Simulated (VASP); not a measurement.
The system is Cd4Te.

```
Cd Te
1.0
     0.00000    4.24420    4.24420
     4.24420    0.00000    4.24420
     4.24420    4.24420    0.00000
Cd Te
4 1
Direct
  0.34483 0.34483 0.34483
  0.34483 0.34483 0.96551
  0.34483 0.96551 0.34483
  0.96551 0.34483 0.34483
  0.75000 0.75000 0.75000
```

| Item | Value |
| --- | --- |
| Program | VASP 6.6.1 |
| Task | relaxation of cell and atoms |
| Functional | PBE |
| Potentials or basis | VASP PAW PBE potentials, release 64 (Cd, Te) |
| Cutoff | 600 eV |
| k mesh | 4 × 4 × 4 |
| Occupations | gaussian, width 0.1 eV |
| Spin | no spin polarisation |

At the start: pressure 26.0 GPa; volume 30.58 Å³/atom.

How do energy, volume and symmetry change on relaxing?

Over 16 steps the energy falls by 1712.2 meV/atom and the volume is 30.65 Å³/atom (+0.2 %); space group F-43m (No. 216, to 0.05 Å).

Step by step:
```tsv
step	energy change (eV)	largest force (eV/Å)	pressure (GPa)	volume (Å³)
1	0.0000	15.3350	26.03	152.90
2	-5.7650	0.2521	-2.24	291.30
3	-5.9387	0.2179	-2.50	282.11
4	-6.1143	0.1930	-2.74	273.33
5	-7.6400	0.1914	-3.73	207.33
6	-7.6920	1.5936	-1.13	178.74
7	-7.8300	0.5338	-3.24	194.60
8	-7.8468	0.8770	-2.60	187.59
9	-7.8512	0.7793	-2.78	189.29
10	-8.1956	0.7589	-2.31	175.04
11	-8.5383	0.2805	0.85	149.04
12	-8.5393	0.3341	0.55	150.49
13	-8.5392	0.3082	0.69	149.78
14	-8.5588	0.0036	0.36	151.43
15	-8.5591	0.0357	0.32	151.65
16	-8.5608	0.0021	0.00	153.23
```

Final structure:
```
Cd Te
1.0
     0.00000    4.24719    4.24719
     4.24719    0.00000    4.24719
     4.24719    4.24719    0.00000
Cd Te
4 1
Direct
  0.37485 0.37485 0.37485
  0.37485 0.37485 0.87544
  0.37485 0.87544 0.37485
  0.87544 0.37485 0.37485
  0.75000 0.75000 0.75000
```
